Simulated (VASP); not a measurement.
# CsCl (Pm-3m) in VASP: notebook

The runs below take CsCl through single point, with PBEsol.

Program: VASP 6.6.1. These are calculated values, not measurements. Logs are shortened: lines on timing, memory, paths and dates and some standing lists are left out, and cuts for length are marked.

## Step 1: The cell of the first run

Symmetry: Pm-3m, No. 221, cubic system. Conventional cell: a = 4.045 Å, b = 4.045 Å, c = 4.045 Å, α = 90.00°, β = 90.00°, γ = 90.00°. Within 4.6 Å of Cs (site symmetry m-3m) lie 8 Cl at 3.50 Å and 6 Cs at 4.05 Å. Within 4.6 Å of Cl (site symmetry m-3m) lie 8 Cs at 3.50 Å and 6 Cl at 4.05 Å.

## Step 2: Single point, PBEsol

Contents of INCAR:

```
  PREC = Accurate
  ENCUT = 500
  EDIFF = 1E-6
  ISMEAR = 0
  SIGMA = 0.01
  LREAL = F
  LASPH = T
  NELM = 120
  ALGO = Normal
  ISIF = 2
  LWAVE = F
  LCHARG = T
  GGA = PS
  LELF = T
  LVHAR = T
  NBANDS = 15
  GGA_COMPAT = F
```

Contents of KPOINTS:

```
Automatic mesh
0
Gamma
  6 6 6
```

Contents of POSCAR:

```
CsCl
1.0
    4.0450179329      0.0000000000      0.0000000000
    0.0000000000      4.0450179329      0.0000000000
    0.0000000000      0.0000000000      4.0450179329
Cs Cl
1 1
Direct
    0.0000000000      0.0000000000      0.0000000000
    0.5000000000      0.5000000000      0.5000000000
```

Potentials or basis: VASP PAW PBE potentials, release 64 (Cs_sv, Cl).

The run is started by

```
$ cat potpaw_PBE.64/Cs_sv/POTCAR potpaw_PBE.64/Cl/POTCAR > POTCAR
$ mpirun -np 1 vasp_std > vasp.out
```

OUTCAR:

```text
PREC = Accurate
   ENCUT = 500
   EDIFF = 1E-6
   ISMEAR = 0
   LREAL = F
   LASPH = T
   NELM = 120
   ISIF = 2
   GGA = PS

 ion  position               nearest neighbor table
   1  0.000  0.000  0.000-
   2  0.500  0.500  0.500-

  LATTYP: Found a simple cubic cell.
 ALAT       =     4.0450179329

  Lattice vectors:

 A1 = (   4.0450179329,   0.0000000000,   0.0000000000)
 A2 = (   0.0000000000,   4.0450179329,   0.0000000000)
 A3 = (   0.0000000000,   0.0000000000,   4.0450179329)

Analysis of symmetry for initial positions (statically):
=====================================================================
 Subroutine PRICEL returns:
 Original cell was already a primitive cell.

 Routine SETGRP: Setting up the symmetry group for a
 simple cubic supercell.

 Subroutine GETGRP returns: Found 48 space group operations
[... 9 lines left out ...]

 Routine SETGRP: Setting up the symmetry group for a
 simple cubic supercell.

 Subroutine GETGRP returns: Found 48 space group operations
[... 11 lines left out ...]
                                     Primitive cell

  volume of cell :      66.1853

  direct lattice vectors                    reciprocal lattice vectors
     4.045017933  0.000000000  0.000000000     0.247217693  0.000000000  0.000000000
     0.000000000  4.045017933  0.000000000     0.000000000  0.247217693  0.000000000
     0.000000000  0.000000000  4.045017933     0.000000000  0.000000000  0.247217693

  length of vectors
     4.045017933  4.045017933  4.045017933     0.247217693  0.247217693  0.247217693

  position of ions in fractional coordinates (direct lattice)
     0.000000000  0.000000000  0.000000000
     0.500000000  0.500000000  0.500000000

  ion indices of the primitive-cell ions
   primitive index   ion index
                 1           1
                 2           2

----------------------------------------------------------------------------------------

 KPOINTS: Automatic mesh

Automatic generation of k-mesh.
 Grid dimensions read from file:
 generate k-points for:    6    6    6

 Generating k-lattice:

  Cartesian coordinates                     Fractional coordinates (reciprocal lattice)
     0.041202949  0.000000000  0.000000000     0.166666667  0.000000000  0.000000000
     0.000000000  0.041202949  0.000000000     0.000000000  0.166666667  0.000000000
     0.000000000  0.000000000  0.041202949     0.000000000  0.000000000  0.166666667

  Length of vectors
     0.041202949  0.041202949  0.041202949
[... 55 lines left out ...]
   ISIF   =      2    stress and relaxation
   ISYM   =      2    0-nonsym 1-usesym 2-fastsym
   POTIM  = 0.5000    time-step for ionic-motion
   TEBEG  =    0.0;   TEEND  =   0.0 temperature during run
   PSTRESS=    0.0 pullay stress
   NELECT =      16.0000    total number of electrons
   NUPDOWN=      -1.0000    fix difference up-down
   EMIN   =  10.00;   EMAX   =-10.00  energy-range for DOS
   EFERMI =   0.00;   METHOD = LEGACY
   ISMEAR =     0;   SIGMA  =   0.01  broadening in eV -4-tet -1-fermi 0-gaus
   EFERMI_NEDOS =   21; number of points for ismear=-14 and -15
   IALGO  =     38    algorithm
   IMIX   =      4    mixing-type and parameters
     AMIX     =   0.40;   BMIX     =  1.00
     AMIX_MAG =   1.60;   BMIX_MAG =  1.00
  volume/ion in A,a.u.               =      33.09       223.32
  Fermi-wavevector in a.u.,A,eV,Ry     =   1.019830  1.927199 14.150778  1.040053
  Thomas-Fermi vector in A             =   2.153365
   LORBIT       =      0    0 simple, 1 ext, 2 COOP (PROOUT), +10 PAW based schemes
   GGA     = PS    functional components
   LHFCALC =     F    Hartree Fock is set to
   AEXX    =    0.0000 exact exchange contribution
   IVDW    =     0    specifies the selected vdW correction
   LEPSILON=     F    determine dielectric tensor
   LRPA    =     F    only Hartree local field effects (RPA)
 non-spin polarized calculation
 Gauss-broadening in eV      SIGMA  =   0.01
  energy-cutoff  :      500.00
  volume of cell :       66.19
 maximum number of plane-waves:      1743
 NGX is ok and might be reduce to    30
   NGX = 15   NGY = 15   NGZ = 15

 number of electron      16.0000006 magnetization

 Free energy of the ion-electron system (eV)
  ---------------------------------------------------
  ext. energy  EPLUGINS =         0.00000000
  ---------------------------------------------------
  free energy    TOTEN  =        -6.84320096 eV

  energy without entropy =       -6.84320096  energy(sigma->0) =       -6.84320096

 E-fermi :   0.0058     XC(G=0):  -8.7458

 val. band max:       -0.0955034027   @ k =   0.0000   0.0000   0.0000
 cond. band min:       5.0936769221   @ k =   0.0000   0.0000   0.0000
 fundamental gap:      5.1891803248
 Fermi energy:         0.0058319720

 k-point     1 :       0.0000    0.0000    0.0000
  band No.  band energies     occupation
      1     -19.4062      2.00000
      2     -12.3359      2.00000
      3      -5.8336      2.00000
      4      -5.8336      2.00000
      5      -5.8336      2.00000
      6      -0.0955      2.00000
      7      -0.0955      2.00000
      8      -0.0955      2.00000
      9       5.0937      0.00000
     10       5.0937      0.00000
     11       5.2129      0.00000
     12      10.0998      0.00000
     13      10.0998      0.00000
     14      10.0998      0.00000
[... 329 lines left out ...]
      2     -12.1438      2.00000
      3      -6.4514      2.00000
      4      -6.4514      2.00000
      5      -6.4514      2.00000
      6      -1.3876      2.00000
      7      -1.3876      2.00000
      8      -1.3876      2.00000
      9       8.5686      0.00000
     10       8.5686      0.00000
     11       8.5686      0.00000
     12      10.6040      0.00000
     13      10.6040      0.00000
     14      10.6040      0.00000
     15      12.8391      0.00000

------------------------ aborting loop because EDIFF is reached ----------------------------------------

  FORCE on cell =-STRESS in cart. coord.  units (eV):
  Direction    XX          YY          ZZ          XY          YZ          ZX
  --------------------------------------------------------------------------------------
  -------------------------------------------------------------------------------------
  Total        0.1582338      0.1582338      0.1582338      0.0000000      0.0000000      0.0000000
  in kB        3.8304373      3.8304373      3.8304373      0.0000000      0.0000000      0.0000000
  external PRESSURE =       3.8304373 kB  Pullay stress =       0.0000000 kB

 VOLUME and BASIS-vectors are now :
 -----------------------------------------------------------------------------
  energy-cutoff  :      500.00
  volume of cell :       66.19
      direct lattice vectors                 reciprocal lattice vectors
     4.045017933  0.000000000  0.000000000     0.247217693  0.000000000  0.000000000
     0.000000000  4.045017933  0.000000000     0.000000000  0.247217693  0.000000000
     0.000000000  0.000000000  4.045017933     0.000000000  0.000000000  0.247217693

 POSITION                                       TOTAL-FORCE (eV/Angst)
 -----------------------------------------------------------------------------------
      0.00000      0.00000      0.00000         0.000000      0.000000      0.000000
      2.02251      2.02251      2.02251         0.000000      0.000000      0.000000
 -----------------------------------------------------------------------------------
    total drift:                                0.000000      0.000000     -0.000000

  FREE ENERGIE OF THE ION-ELECTRON SYSTEM (eV)
  ---------------------------------------------------
  free  energy   TOTEN  =        -6.8432009636 eV

  energy  without entropy=       -6.8432009636  energy(sigma->0) =       -6.84320096
```

OSZICAR:

```text
N       E                     dE             d eps       ncg     rms          rms(c)
DAV:   1     0.861921064394E+02    0.86192E+02   -0.65839E+03   600   0.891E+02
DAV:   2    -0.884013398652E+00   -0.87076E+02   -0.80482E+02   878   0.161E+02
DAV:   3    -0.713434068678E+01   -0.62503E+01   -0.62243E+01   789   0.466E+01
DAV:   4    -0.718854292077E+01   -0.54202E-01   -0.54196E-01   740   0.522E+00
DAV:   5    -0.718916333825E+01   -0.62042E-03   -0.62039E-03   796   0.572E-01    0.217E+00
DAV:   6    -0.688347307579E+01    0.30569E+00   -0.32392E-01   733   0.346E+00    0.146E+00
DAV:   7    -0.684467679377E+01    0.38796E-01   -0.11707E-01   789   0.190E+00    0.927E-01
DAV:   8    -0.684338136939E+01    0.12954E-02   -0.14778E-02   712   0.736E-01    0.157E-01
DAV:   9    -0.684309734421E+01    0.28403E-03   -0.17323E-03   747   0.240E-01    0.837E-02
DAV:  10    -0.684319429153E+01   -0.96947E-04   -0.21972E-04   712   0.102E-01    0.136E-02
DAV:  11    -0.684320191010E+01   -0.76186E-05   -0.22349E-05   747   0.302E-02    0.116E-02
DAV:  12    -0.684320096363E+01    0.94647E-06   -0.65066E-06   775   0.153E-02
   1 F= -.68432010E+01 E0= -.68432010E+01  d E =-.198156E-48
```

Wall time 14 s (1 thread of Intel Xeon Platinum 8259CL at 2.50GHz (Skylake/Cascade Lake), shared host); peak memory 0.17 GiB.

What came out:

* Free energy: -6.8432 eV
* Pressure: 0.4 GPa
* Band gap on the k mesh: 5.19 eV, direct

Levels at points of the mesh, in eV from the valence-band top:
```tsv
k point	band 6	band 7	band 8	band 9	band 10	band 11
(0.00, 0.00, 0.00)	0.00	0.00	0.00	5.19	5.19	5.31
(0.50, 0.00, 0.00)	-1.34	-0.31	-0.31	6.32	7.77	9.07
(0.50, 0.50, 0.00)	-0.45	-0.45	-0.10	5.85	5.92	7.95
(0.50, 0.50, 0.50)	-1.29	-1.29	-1.29	8.66	8.66	8.66
```

Caveat: the PAW data sets were made with another functional, which shifts forces and pressure a little; spin-orbit coupling is left out, which moves the levels of the heavy elements. A hybrid or GW would open this gap; PBEsol tends to underestimate it.

## Step 3: Single point, PBEsol

This run uses another cell than the first one, of 34.10 Å³/atom, 1.030 times its volume.

Contents of INCAR:

```
SYSTEM = CsCl
PREC = Accurate
ENCUT = 500
EDIFF = 1E-6
ISMEAR = 0
SIGMA = 0.01
LREAL = .FALSE.
LASPH = .TRUE.
NELM = 120
ALGO = Normal
ISIF = 2
LWAVE = .FALSE.
LCHARG = .FALSE.
GGA = PS
NBANDS = 15
GGA_COMPAT = .FALSE.
```

Contents of KPOINTS:

```
Automatic mesh
0
G
  6 6 6
  0 0 0
```

Contents of POSCAR:

```
CsCl
1.0
    4.0856713795      0.0000000000      0.0000000000
    0.0000000000      4.0856713795      0.0000000000
    0.0000000000      0.0000000000      4.0856713795
Cs Cl
1 1
Direct
    0.0000000000      0.0000000000      0.0000000000
    0.5000000000      0.5000000000      0.5000000000
```

Potentials or basis: VASP PAW PBE potentials, release 64 (Cs_sv, Cl).

The run is started by

```
$ cat potpaw_PBE.64/Cs_sv/POTCAR potpaw_PBE.64/Cl/POTCAR > POTCAR
$ mpirun -np 1 vasp_std > vasp.out
```

OUTCAR:

```text
SYSTEM = CsCl
   PREC = Accurate
   ENCUT = 500
   EDIFF = 1E-6
   ISMEAR = 0
   LREAL = .FALSE.
   LASPH = .TRUE.
   NELM = 120
   ISIF = 2
   GGA = PS

 ion  position               nearest neighbor table
   1  0.000  0.000  0.000-
   2  0.500  0.500  0.500-

  LATTYP: Found a simple cubic cell.
 ALAT       =     4.0856713795

  Lattice vectors:

 A1 = (   4.0856713795,   0.0000000000,   0.0000000000)
 A2 = (   0.0000000000,   4.0856713795,   0.0000000000)
[... 538 lines left out ...]

------------------------ aborting loop because EDIFF is reached ----------------------------------------

  FORCE on cell =-STRESS in cart. coord.  units (eV):
  Direction    XX          YY          ZZ          XY          YZ          ZX
  --------------------------------------------------------------------------------------
  -------------------------------------------------------------------------------------
  Total       -0.0824140     -0.0824140     -0.0824140     -0.0000000      0.0000000     -0.0000000
  in kB       -1.9360713     -1.9360713     -1.9360713     -0.0000000      0.0000000     -0.0000000
  external PRESSURE =      -1.9360713 kB  Pullay stress =       0.0000000 kB

 VOLUME and BASIS-vectors are now :
 -----------------------------------------------------------------------------
  energy-cutoff  :      500.00
  volume of cell :       68.20
      direct lattice vectors                 reciprocal lattice vectors
     4.085671379  0.000000000  0.000000000     0.244757815  0.000000000  0.000000000
     0.000000000  4.085671379  0.000000000     0.000000000  0.244757815  0.000000000
     0.000000000  0.000000000  4.085671379     0.000000000  0.000000000  0.244757815

 POSITION                                       TOTAL-FORCE (eV/Angst)
 -----------------------------------------------------------------------------------
      0.00000      0.00000      0.00000         0.000000      0.000000      0.000000
      2.04284      2.04284      2.04284         0.000000      0.000000      0.000000
 -----------------------------------------------------------------------------------
    total drift:                                0.000000      0.000000     -0.000000

  FREE ENERGIE OF THE ION-ELECTRON SYSTEM (eV)
  ---------------------------------------------------
  free  energy   TOTEN  =        -6.8448573116 eV

  energy  without entropy=       -6.8448573116  energy(sigma->0) =       -6.84485731
```

OSZICAR:

```text
N       E                     dE             d eps       ncg     rms          rms(c)
DAV:   1     0.893628765405E+02    0.89363E+02   -0.66481E+03   600   0.891E+02
DAV:   2    -0.599221121938E+00   -0.89962E+02   -0.81604E+02   852   0.160E+02
DAV:   3    -0.714462673242E+01   -0.65454E+01   -0.65243E+01   789   0.476E+01
DAV:   4    -0.719786006592E+01   -0.53233E-01   -0.53227E-01   719   0.530E+00
DAV:   5    -0.719848768331E+01   -0.62762E-03   -0.62761E-03   831   0.579E-01    0.214E+00
DAV:   6    -0.688629964233E+01    0.31219E+00   -0.33447E-01   754   0.342E+00    0.145E+00
DAV:   7    -0.684634201129E+01    0.39958E-01   -0.11528E-01   768   0.187E+00    0.926E-01
DAV:   8    -0.684498650477E+01    0.13555E-02   -0.15102E-02   712   0.748E-01    0.167E-01
DAV:   9    -0.684474755187E+01    0.23895E-03   -0.19090E-03   768   0.245E-01    0.845E-02
DAV:  10    -0.684485032531E+01   -0.10277E-03   -0.23758E-04   691   0.107E-01    0.126E-02
DAV:  11    -0.684485803049E+01   -0.77052E-05   -0.22665E-05   754   0.299E-02    0.119E-02
DAV:  12    -0.684485731163E+01    0.71886E-06   -0.76105E-06   740   0.160E-02
   1 F= -.68448573E+01 E0= -.68448573E+01  d E =-.151910E-41
```

Run time: 13 s. Hardware: 1 thread of Intel Xeon Platinum 8259CL at 2.50GHz (Skylake/Cascade Lake), shared host; peak memory 0.17 GiB.

What came out:

* Free energy: -6.8449 eV
* Pressure: -0.2 GPa
* Band gap on the k mesh: 5.17 eV, direct

Caveat: the PAW data sets were made with another functional, which shifts forces and pressure a little; spin-orbit coupling is left out, which moves the levels of the heavy elements. A k mesh can miss the band edges.
